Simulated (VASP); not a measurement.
Wanted: the native input for a VASP 6.6.1 run.

```
Task                   : single point
Functional             : PBE
Potentials or basis    : VASP PAW PBE potentials, release 64 (C)
Cutoff                 : 520 eV
k mesh                 : 26 × 26 × 26
Occupations            : fermi-dirac, width 0.08 eV
Spin                   : no spin polarisation
Dipole correction      : no
Further INCAR settings : ALGO = Normal; EDIFF = 1e-06; NBANDS = 8
```

The structure of C lies in POSCAR:

```
C
1.0
    0.0000000000      1.3015298270      1.3015298270
    1.3015298270      0.0000000000      1.3015298270
    1.3015298270      1.3015298270      0.0000000000
C
1
Direct
    0.0000000000      0.0000000000      0.0000000000
```

The input as run:

INCAR

```
SYSTEM = C
ALGO = Normal
EDIFF = 1E-6
ENCUT = 520
GGA = PE
ISIF = 2
ISMEAR = -1
LASPH = .TRUE.
LCHARG = .TRUE.
LELF = .TRUE.
LREAL = .FALSE.
LVHAR = .TRUE.
LWAVE = .FALSE.
NBANDS = 8
NELM = 60
PREC = Accurate
SIGMA = 0.08
```

KPOINTS

```
k-points
0
G
  26 26 26
  0 0 0
```

Potentials or basis: VASP PAW PBE potentials, release 64 (C).

Launch:

```console
$ cat potpaw_PBE.64/C/POTCAR > POTCAR
$ mpirun -np 1 vasp_std > vasp.out
```

It gave:

* Pressure: 190.8 GPa
* Band gap on the k mesh: zero (band 2 reaches 28.84 eV, above the bottom of band 3 at 12.45 eV)

It took 3.7 s on 1 thread of Intel(R) Xeon(R) 6975P-C (Granite Rapids), on a shared host, peak memory 0.12 GiB.
